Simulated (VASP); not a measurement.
# MgS (Fm-3m) in VASP: a series of runs

MgS is run at these levels: PBE; tasks: electric field gradients.

All numbers are computed with VASP 6.6.1; they aren't measurements. Logs are shortened: lines on timing, memory, paths and dates and some standing lists are left out, and cuts for length are marked.

**1. The cell of the first run**

Symmetry: Fm-3m, No. 225, cubic system. The conventional cell has a = 5.133 Å, b = 5.133 Å, c = 5.133 Å, α = 90.00°, β = 90.00°, γ = 90.00°. Mg (site symmetry m-3m) has 6 S at 2.57 Å within 3.4 Å. S (site symmetry m-3m) has 6 Mg at 2.57 Å within 3.4 Å.

**2. Electric field gradients, PBE (volume scaled by 0.96)**

The input, INCAR:

```
ALGO     = Normal         # electronic algorithm
EDIFF    = 1E-8           # SCF threshold, eV
ENCUT    = 520            # plane-wave cutoff, eV
GGA      = PE             # functional
ISIF     = 2              # what is computed and relaxed
ISMEAR   = -1             # smearing method
LASPH    = True           # aspherical terms in the spheres
LCHARG   = False          # write CHGCAR
LEFG     = True         
LREAL    = False          # projectors in reciprocal space
LWAVE    = False          # write WAVECAR
NBANDS   = 11             # bands
NELM     = 60             # most SCF steps
PREC     = Accurate       # precision mode
SIGMA    = 0.01           # smearing width, eV
```

The input, KPOINTS:

```
k-points
0
Gamma
  8 8 8
```

The input, POSCAR:

```
MgS
1.0
    0.0000000000      2.5664882573      2.5664882573
    2.5664882573      0.0000000000      2.5664882573
    2.5664882573      2.5664882573      0.0000000000
Mg S
1 1
Direct
    0.0000000000      0.0000000000      0.0000000000
    0.5000000000      0.5000000000      0.5000000000
```

Potentials or basis: VASP PAW PBE potentials, release 64 (Mg, S).

Run with:

```sh
$ cat potpaw_PBE.64/Mg/POTCAR potpaw_PBE.64/S/POTCAR > POTCAR
$ mpirun -np 1 vasp_std > vasp.out
```

OUTCAR:

```text
EDIFF = 1E-8
   ENCUT = 520
   GGA = PE
   ISIF = 2
   ISMEAR = -1
   LASPH = True
   LREAL = False
   NELM = 60
   PREC = Accurate

 ion  position               nearest neighbor table
   1  0.000  0.000  0.000-   2 2.57   2 2.57   2 2.57   2 2.57   2 2.57   2 2.57
   2  0.500  0.500  0.500-   1 2.57   1 2.57   1 2.57   1 2.57   1 2.57   1 2.57

  LATTYP: Found a face centered cubic cell.
 ALAT       =     5.1329765146

  Lattice vectors:

 A1 = (   0.0000000000,   2.5664882573,   2.5664882573)
 A2 = (   2.5664882573,   0.0000000000,   2.5664882573)
 A3 = (   2.5664882573,   2.5664882573,   0.0000000000)

Analysis of symmetry for initial positions (statically):
=====================================================================
 Subroutine PRICEL returns:
 Original cell was already a primitive cell.

 Routine SETGRP: Setting up the symmetry group for a
 face centered cubic supercell.

 Subroutine GETGRP returns: Found 48 space group operations
 (whereof 48 operations were pure point group operations)
 out of a pool of 48 trial point group operations.

The static configuration has the point symmetry O_h .

Analysis of symmetry for dynamics (positions and initial velocities):
=====================================================================
 Subroutine PRICEL returns:
 Original cell was already a primitive cell.

 Routine SETGRP: Setting up the symmetry group for a
 face centered cubic supercell.

 Subroutine GETGRP returns: Found 48 space group operations
 (whereof 48 operations were pure point group operations)
 out of a pool of 48 trial point group operations.

The dynamic configuration has the point symmetry O_h .

 Subroutine INISYM returns: Found 48 space group operations
 (whereof 48 operations are pure point group operations),
 and found     1 'primitive' translations

----------------------------------------------------------------------------------------

                                     Primitive cell

  volume of cell :      33.8102

  direct lattice vectors                    reciprocal lattice vectors
     0.000000000  2.566488257  2.566488257    -0.194818737  0.194818737  0.194818737
     2.566488257  0.000000000  2.566488257     0.194818737 -0.194818737  0.194818737
     2.566488257  2.566488257  0.000000000     0.194818737  0.194818737 -0.194818737

  length of vectors
     3.629562501  3.629562501  3.629562501     0.337435950  0.337435950  0.337435950

  position of ions in fractional coordinates (direct lattice)
     0.000000000  0.000000000  0.000000000
     0.500000000  0.500000000  0.500000000

  ion indices of the primitive-cell ions
   primitive index   ion index
                 1           1
                 2           2

----------------------------------------------------------------------------------------

 KPOINTS: k-points

Automatic generation of k-mesh.
 Grid dimensions read from file:
 generate k-points for:    8    8    8

 Generating k-lattice:

  Cartesian coordinates                     Fractional coordinates (reciprocal lattice)
    -0.024352342  0.024352342  0.024352342     0.125000000  0.000000000  0.000000000
     0.024352342 -0.024352342  0.024352342     0.000000000  0.125000000  0.000000000
     0.024352342  0.024352342 -0.024352342     0.000000000  0.000000000  0.125000000

  Length of vectors
     0.042179494  0.042179494  0.042179494

  Shift w.r.t. Gamma in fractional coordinates (k-lattice)
     0.000000000  0.000000000  0.000000000

 Subroutine IBZKPT returns following result:
 ===========================================

 Found     29 irreducible k-points:

 Following reciprocal coordinates:
            Coordinates               Weight
  0.000000  0.000000  0.000000      1.000000
  0.125000  0.000000  0.000000      8.000000
  0.250000  0.000000  0.000000      8.000000
  0.375000  0.000000  0.000000      8.000000
  0.500000  0.000000  0.000000      4.000000
  0.125000  0.125000  0.000000      6.000000
[... 16 lines left out ...]
  0.500000  0.250000  0.125000     48.000000
 -0.375000  0.250000  0.125000     24.000000
 [... further k-points ...]
   k-points           NKPTS =     29   k-points in BZ     NKDIM =     29   number of bands    NBANDS=     11
   number of dos      NEDOS =    301   number of ions     NIONS =      2
   total plane-waves  NPLWV =  21952
   dimension x,y,z NGX =    28 NGY =   28 NGZ =   28
   dimension x,y,z NGXF=    56 NGYF=   56 NGZF=   56
   ions per type =               1   1
   NGX,Y,Z   is equivalent  to a cutoff of  12.82, 12.82, 12.82 a.u.
   NGXF,Y,Z  is equivalent  to a cutoff of  25.65, 25.65, 25.65 a.u.
 SYSTEM =  unknown system
   PREC   = accura    normal or accurate (medium, high low for compatibility)
   ISTART =      0    job   : 0-new  1-cont  2-samecut
   ICHARG =      2    charge: 1-file 2-atom 10-const
   ISPIN  =      1    spin polarized calculation?
   LNONCOLLINEAR =      F non collinear calculations
   LSORBIT =      F    spin-orbit coupling
   LASPH  =      T    aspherical Exc in radial PAW
   ENCUT  =  520.0 eV  38.22 Ry    6.18 a.u.   6.75  6.75  6.75*2*pi/ulx,y,z
   NELM   =     60;   NELMIN=  2; NELMDL= -5     # of ELM steps
   EDIFF  = 0.1E-07   stopping-criterion for ELM
   LREAL  =      F    real-space projection
   EDIFFG = 0.1E-06   stopping-criterion for IOM
   NSW    =      0    number of steps for IOM
   IBRION =     -1    ionic relax: 0-MD 1-quasi-New 2-CG
   NFREE  =      0    steps in history (QN), initial steepest desc. (CG)
   ISIF   =      2    stress and relaxation
   ISYM   =      2    0-nonsym 1-usesym 2-fastsym
   POTIM  = 0.5000    time-step for ionic-motion
   TEBEG  =    0.0;   TEEND  =   0.0 temperature during run
   PSTRESS=    0.0 pullay stress
   NELECT =       8.0000    total number of electrons
   NUPDOWN=      -1.0000    fix difference up-down
   EMIN   =  10.00;   EMAX   =-10.00  energy-range for DOS
   EFERMI =   0.00;   METHOD = LEGACY
   ISMEAR =    -1;   SIGMA  =   0.01  broadening in eV -4-tet -1-fermi 0-gaus
   EFERMI_NEDOS =   21; number of points for ismear=-14 and -15
   IALGO  =     38    algorithm
   IMIX   =      4    mixing-type and parameters
     AMIX     =   0.40;   BMIX     =  1.00
     AMIX_MAG =   1.60;   BMIX_MAG =  1.00
  volume/ion in A,a.u.               =      16.91       114.08
  Fermi-wavevector in a.u.,A,eV,Ry     =   1.012563  1.913467 13.949844  1.025285
  Thomas-Fermi vector in A             =   2.145680
   LORBIT       =      0    0 simple, 1 ext, 2 COOP (PROOUT), +10 PAW based schemes
   GGA     = PE    functional components
[... 5 lines left out ...]
 non-spin polarized calculation
  energy-cutoff  :      520.00
  volume of cell :       33.81
 maximum number of plane-waves:       941
   NGX = 13   NGY = 13   NGZ = 13

 number of electron       7.9999998 magnetization

 Free energy of the ion-electron system (eV)
  ---------------------------------------------------
  ext. energy  EPLUGINS =         0.00000000
  ---------------------------------------------------
  free energy    TOTEN  =        -8.47922390 eV

  energy without entropy =       -8.47922390  energy(sigma->0) =       -8.47922390

 E-fermi :   4.3150     XC(G=0):  -9.8578

 val. band max:        4.0975562563   @ k =   0.0000   0.0000   0.0000
 cond. band min:       6.9609006584   @ k =   0.5000   0.5000   0.0000
 fundamental gap:      2.8633444021
 Fermi energy:         4.3149615200

 k-point     1 :       0.0000    0.0000    0.0000
  band No.  band energies     occupation
      1      -8.8084      2.00000
      2       4.0976      2.00000
      3       4.0976      2.00000
      4       4.0976      2.00000
      5       8.1390      0.00000
      6      12.0229      0.00000
      7      12.0229      0.00000
      8      12.0229      0.00000
      9      14.4907      0.00000
     10      14.4907      0.00000
     11      16.7299      0.00000

 k-point     2 :       0.1250    0.0000    0.0000
  band No.  band energies     occupation
      1      -8.6473      2.00000
      2       3.0231      2.00000
      3       3.9876      2.00000
      4       3.9876      2.00000
      5       8.9193      0.00000
      6      11.7441      0.00000
      7      12.2908      0.00000
      8      12.2908      0.00000
      9      13.8851      0.00000
     10      13.8851      0.00000
     11      17.0992      0.00000

 k-point     3 :       0.2500    0.0000    0.0000
  band No.  band energies     occupation
      1      -8.2093      2.00000
      2       1.1884      2.00000
      3       3.7489      2.00000
      4       3.7489      2.00000
      5       9.2067      0.00000
      6      11.9603      0.00000
      7      11.9603      0.00000
      8      12.6403      0.00000
      9      14.4615      0.00000
     10      14.4615      0.00000
     11      16.2709      0.00000

 k-point     4 :       0.3750    0.0000    0.0000
  band No.  band energies     occupation
      1      -7.6685      2.00000
      2      -0.3347      2.00000
      3       3.5397      2.00000
      4       3.5397      2.00000
      5       8.8573      0.00000
      6      11.2996      0.00000
      7      11.2996      0.00000
      8      14.3047      0.00000
      9      15.8867      0.00000
     10      16.4732      0.00000
     11      16.4732      0.00000
[... 239 lines left out ...]
 k-point    22 :       0.3750    0.2500    0.1250
  band No.  band energies     occupation
      1      -7.8647      2.00000
      2       0.9150      2.00000
      3       2.5514      2.00000
      4       3.3740      2.00000
      5      10.0749      0.00000
      6      10.5611      0.00000
      7      11.3386      0.00000
      8      13.4828      0.00000
      9      14.3239      0.00000
     10      17.2555      0.00000
     11      19.3266      0.00000

 k-point    23 :       0.5000    0.2500    0.1250
  band No.  band energies     occupation
      1      -7.4055      2.00000
      2       0.0156      2.00000
      3       1.9871      2.00000
      4       3.0426      2.00000
      5       9.8255      0.00000
      6      10.5741      0.00000
      7      12.0057      0.00000
      8      13.2878      0.00000
      9      15.9668      0.00000
     10      18.6410      0.00000
     11      19.3128      0.00000

 k-point    24 :      -0.3750    0.2500    0.1250
  band No.  band energies     occupation
      1      -7.1832      2.00000
      2      -0.4094      2.00000
      3       1.8383      2.00000
      4       2.8738      2.00000
      5       9.7665      0.00000
      6      10.2922      0.00000
      7      12.6457      0.00000
      8      13.7177      0.00000
      9      16.5438      0.00000
     10      17.7576      0.00000
     11      19.9284      0.00000

 [... further k-points ...]
[... 5 lines left out ...]
  --------------------------------------------------------------------------------------
  -------------------------------------------------------------------------------------
  Total        0.9147143      0.9147143      0.9147143     -0.0000000     -0.0000000      0.0000000
  in kB       43.3459171     43.3459171     43.3459171     -0.0000000     -0.0000000      0.0000000
  external PRESSURE =      43.3459171 kB  Pullay stress =       0.0000000 kB

 VOLUME and BASIS-vectors are now :
 -----------------------------------------------------------------------------
  energy-cutoff  :      520.00
  volume of cell :       33.81
      direct lattice vectors                 reciprocal lattice vectors
     0.000000000  2.566488257  2.566488257    -0.194818737  0.194818737  0.194818737
     2.566488257  0.000000000  2.566488257     0.194818737 -0.194818737  0.194818737
     2.566488257  2.566488257  0.000000000     0.194818737  0.194818737 -0.194818737

 POSITION                                       TOTAL-FORCE (eV/Angst)
 -----------------------------------------------------------------------------------
      0.00000      0.00000      0.00000        -0.000000      0.000000      0.000000
      2.56649      2.56649      2.56649         0.000000     -0.000000     -0.000000
 -----------------------------------------------------------------------------------
    total drift:                                0.000000      0.000000      0.000000

  FREE ENERGIE OF THE ION-ELECTRON SYSTEM (eV)
  ---------------------------------------------------
  free  energy   TOTEN  =        -8.4792239038 eV

  energy  without entropy=       -8.4792239038  energy(sigma->0) =       -8.47922390

 Electric field gradients (V/A^2)
---------------------------------------------------------------------
 ion       V_xx      V_yy      V_zz      V_xy      V_xz      V_yz
---------------------------------------------------------------------
   1      -0.000    -0.000    -0.000     0.000     0.000     0.000
   2      -0.000    -0.000     0.000    -0.000    -0.000    -0.000
---------------------------------------------------------------------

 Electric field gradients after diagonalization (V/A^2)
 (convention: |V_zz| > |V_xx| > |V_yy|)
----------------------------------------------------------------------
 ion       V_xx      V_yy      V_zz     asymmetry (V_yy - V_xx)/ V_zz
----------------------------------------------------------------------
   1      -0.000    -0.000     0.000       0.000
   2       0.000     0.000    -0.001       0.000
----------------------------------------------------------------------

           NMR quadrupolar parameters

 Cq : quadrupolar parameter    Cq=e*Q*V_zz/h
 eta: asymmetry parameters     (V_yy - V_xx)/ V_zz
 Q  : nuclear electric quadrupole moment in mb (millibarn)
----------------------------------------------------------------------
 ion       Cq(MHz)       eta       Q (mb)
----------------------------------------------------------------------
   1       0.000       0.000       1.000
   2      -0.000       0.000       1.000
----------------------------------------------------------------------
```

It took 6.3 s on 1 thread of Intel Xeon 6975P-C (Granite Rapids), shared host; peak memory 0.16 GiB.

Results:

```yaml
Free_energy: -8.4792 eV
Pressure: 4.3 GPa
Band_gap_on_the_k_mesh: 2.86 eV, indirect (least direct gap 4.04 eV)
```

Levels at points of the mesh, in eV from the valence-band top:
| k point | band 1 | band 2 | band 3 | band 4 | band 5 | band 6 | band 7 | band 8 |
| --- | --- | --- | --- | --- | --- | --- | --- | --- |
| (0.00, 0.00, 0.00) | -12.91 | 0.00 | 0.00 | 0.00 | 4.04 | 7.93 | 7.93 | 7.93 |
| (0.50, 0.00, 0.00) | -11.49 | -5.05 | -0.64 | -0.64 | 4.61 | 6.95 | 6.95 | 10.56 |
| (0.50, 0.50, 0.00) | -11.09 | -4.41 | -1.78 | -1.78 | 2.86 | 4.27 | 12.41 | 12.94 |

Caveat: without QUAD_EFG the Cq values of the log hold for a quadrupole moment of 1 mb, not for the nuclei.

[end of part 1 of 2]
